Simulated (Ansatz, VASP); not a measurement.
Lu: VASP beside Ansatz

INCAR

```
SYSTEM = Lu
AGGAC = 1.0
AGGAX = 1.0
ALDAC = 0.0
ALDAX = 1.0
ALGO = Normal
EDIFF = 1E-7
ENCUT = 520
GGA = B5
ISIF = 2
ISMEAR = -1
LASPH = .TRUE.
LCHARG = .TRUE.
LELF = .TRUE.
LREAL = .FALSE.
LVHAR = .TRUE.
LWAVE = .FALSE.
NBANDS = 18
NELM = 80
PREC = Accurate
SIGMA = 0.1
```

KPOINTS

```
k-points
0
G
  13 13 13
  0 0 0
```

The input POSCAR:

```
Lu
1.0
   -1.9358603078      1.9358603078      1.9358603078
    1.9358603078     -1.9358603078      1.9358603078
    1.9358603078      1.9358603078     -1.9358603078
Lu
1
Direct
    0.0000000000      0.0000000000      0.0000000000
```

Input for Ansatz:

```yaml
crystal:
  lattice:
    - [-1.9358603078, 1.9358603078, 1.9358603078]
    - [1.9358603078, -1.9358603078, 1.9358603078]
    - [1.9358603078, 1.9358603078, -1.9358603078]
  atoms:
    - { symbol: Lu, position: [0.0, 0.0, 0.0] }
hamiltonian:
  xc: blyp
  pseudopotentials:
    kind: paw
    azcp:
      Lu: "pseudopotentials/Lu.paw.azcp"
basis:
  ecutwfc: 420
  fft_grid_basis: typed
kpoints:
  mp_grid: { grid: [13, 13, 13], shift: [0, 0, 0] }
magnetization:
  spin_polarized: false
scf:
  occupations: { method: fermi_dirac, width: 0.1 }
  lower_state_search: "off"
output:
  stress: true
```

Alike in both runs: task single point; functional BLYP; k mesh 13 × 13 × 13; occupations fermi-dirac, width 0.1 eV; no spin polarisation.

|  | VASP | Ansatz |
| --- | --- | --- |
| version | VASP 6.6.1 | Ansatz 0.2.0 |
| potentials or method | VASP PAW PBE potentials, release 64 (Lu), cutoff 520 eV | plane waves (420 eV) with PAW, scalar-relativistic |
| valence electrons in the cell | 25 | 25 |

Ansatz gave:

- pressure (GPa): 1.9

Question: Which values does VASP return?

Answer: Pressure (GPa): 2.0.

VASP's potentials were made for PBE, not for BLYP.

Spin-orbit coupling is off throughout.
